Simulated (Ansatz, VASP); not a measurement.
CdS in VASP and in Ansatz

```
CELL_PARAMETERS angstrom
4.20625 0.00000 0.00000
-2.10312 3.64272 0.00000
0.00000 0.00000 6.83367
ATOMIC_POSITIONS crystal
Cd 0.33333 0.66667 0.99904
Cd 0.66667 0.33333 0.49904
S 0.33333 0.66667 0.37596
S 0.66667 0.33333 0.87596
```

Change from the starting cell: hydrostatic strain +1.0%.

Alike in both runs: task single point; functional r2SCAN; k mesh 12 × 12 × 4; no spin polarisation.

|  | VASP | Ansatz |
| --- | --- | --- |
| version | VASP 6.6.1 | Ansatz 0.2.0 |
| potentials or method | VASP PAW PBE potentials, release 64 (Cd, S) | plane waves, PAW |
| plane-wave cutoff (eV) | 520 | 500 |
| occupations | gaussian, width 0.01 eV | fixed |
| valence electrons in the cell | 36 | 52 |

```tsv
	VASP	Ansatz	Ansatz less VASP
gap on the k mesh at the Fermi level (eV)	1.55	1.56	+0.007
pressure (GPa)	-1.4	-1.7	-0.27
```

VASP's potentials were made for PBE, not for r2SCAN. VASP's potentials hold 36 valence electrons a cell and Ansatz's 52, so a difference there can come from the potentials and not from the codes.
